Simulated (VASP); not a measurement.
Input of a VASP 6.6.1 run:

The input INCAR:

```
PREC = Accurate
ENCUT = 910
EDIFF = 1E-6
ISMEAR = -1
SIGMA = 0.05
LREAL = False
LASPH = True
NELM = 200
ALGO = Normal
ISIF = 2
LWAVE = False
LCHARG = False
ISPIN = 2
MAGMOM = 1 1
LORBIT = 11
GGA = PE
NBANDS = 17
GGA_COMPAT = False
NELMDL = -8
```

KPOINTS

```
regular mesh
0
Gamma
  1 1 1
```

The input POSCAR:

```
O
1.0
    9.0000000000      0.0000000000      0.0000000000
    0.0000000000      9.5000000000      0.0000000000
    0.0000000000      0.0000000000     10.0000000000
O
2
Direct
    0.5000000000      0.5000000000      0.4390965496
    0.5000000000      0.5000000000      0.5609034504
```

Potentials or basis: VASP PAW PBE potentials, release 64 (O_h).

Run with:

```sh
$ cat potpaw_PBE.64/O_h/POTCAR > POTCAR
$ mpirun -np 1 vasp_gam > vasp.out
```

Q: What does it give for the gap between the frontier levels?

A: 2.32 eV.

Q: Predict the site moments.

A: O +0.62 μB.

Q: Predict the largest force.

A: 0.063 eV/Å.

Q: What does it give for the net moment?

A: 2.00 μB per cell.

Forces in eV/Å, atoms in the order of the input:
```
O    0.000  0.000 -0.063
O    0.000  0.000  0.063
```
